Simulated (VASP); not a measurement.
Input of a VASP 6.6.1 run:

Contents of INCAR:

```
SYSTEM = C
  ALGO = Normal
  DIPOL = 0.5 0.5 0.369
  EDIFF = 1E-7
  ENCUT = 520
  GGA = PE
  IDIPOL = 3
  ISIF = 2
  ISMEAR = 0
  IVDW = 12
  LASPH = .TRUE.
  LCHARG = .TRUE.
  LDIPOL = .TRUE.
  LELF = .TRUE.
  LREAL = .FALSE.
  LVACPOTAV = .TRUE.
  LVHAR = .TRUE.
  LWAVE = .FALSE.
  NBANDS = 16
  NELM = 80
  PREC = Accurate
  SIGMA = 0.1
```

The input KPOINTS:

```
k-points
0
G
  15 15 1
  0 0 0
```

Contents of POSCAR:

```
C
1.0
    2.4656524409      0.0000000000      0.0000000000
   -1.2328262205      2.1353176508      0.0000000000
    0.0000000000      0.0000000000     17.5000663883
C
4
Direct
    0.6666666667      0.3333333333      0.2571437784
    0.3333333333      0.6666666667      0.2571418816
    0.6666666667      0.3333333333      0.4805733991
    0.3333333333      0.6666666667      0.4805715023
```

Potentials or basis: VASP PAW PBE potentials, release 64 (C).

Command:

```bash
$ cat potpaw_PBE.64/C/POTCAR > POTCAR
$ mpirun -np 1 vasp_std > vasp.out
```

**Question.** Estimate the band gap on the k mesh.

**Answer.** 0.25 eV, direct.

**Question.** What does it give for the largest force?

**Answer.** 0.023 eV/Å.

**Question.** Predict the dispersion energy per atom.

**Answer.** -0.108 eV.

Forces in eV/Å, atoms in the order of the input:
```
C    0.000  0.000  0.023
C    0.000  0.000  0.023
C    0.000  0.000 -0.023
C    0.000  0.000 -0.023
```
